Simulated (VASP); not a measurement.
The system is KI.

```xyz
2
Lattice="4.2912 0.0000 0.0000 0.0000 4.2912 0.0000 0.0000 0.0000 4.2912" Properties=species:S:1:pos:R:3 pbc="T T T"
K     0.0000    0.0000    0.0000
I     2.1456    2.1456    2.1456
```

```yaml
Program: VASP 6.6.1
Task: relaxation of cell and atoms
Functional: PBEsol
Dispersion: D3(BJ)
Potentials_or_basis: VASP PAW PBE potentials, release 64 (K_sv, I)
Cutoff: 600 eV
k_mesh: 4 × 4 × 4
Occupations: gaussian, width 0.01 eV
Spin: no spin polarisation
```

At the start: pressure -1.6 GPa; volume 39.51 Å³/atom.

Problem. Where does the relaxation end?

Solution. Over 3 steps the energy falls by 23.5 meV/atom and the volume is 35.31 Å³/atom (-10.6 %); space group Pm-3m (No. 221, to 0.05 Å).

Step by step:
```
step  energy change (eV)  largest force (eV/Å)  pressure (GPa)  volume (Å³)
   1              0.0000                0.0000           -1.59        79.02
   2             -0.0346                0.0000           -0.91        74.62
   3             -0.0470                0.0000           -0.03        70.63
```

Final structure:
```
CELL_PARAMETERS angstrom
4.13356 0.00000 0.00000
0.00000 4.13356 0.00000
0.00000 0.00000 4.13356
ATOMIC_POSITIONS crystal
K 0.00000 0.00000 0.00000
I 0.50000 0.50000 0.50000
```

Caveat: the PAW data sets were made with another functional, which shifts forces and pressure a little.
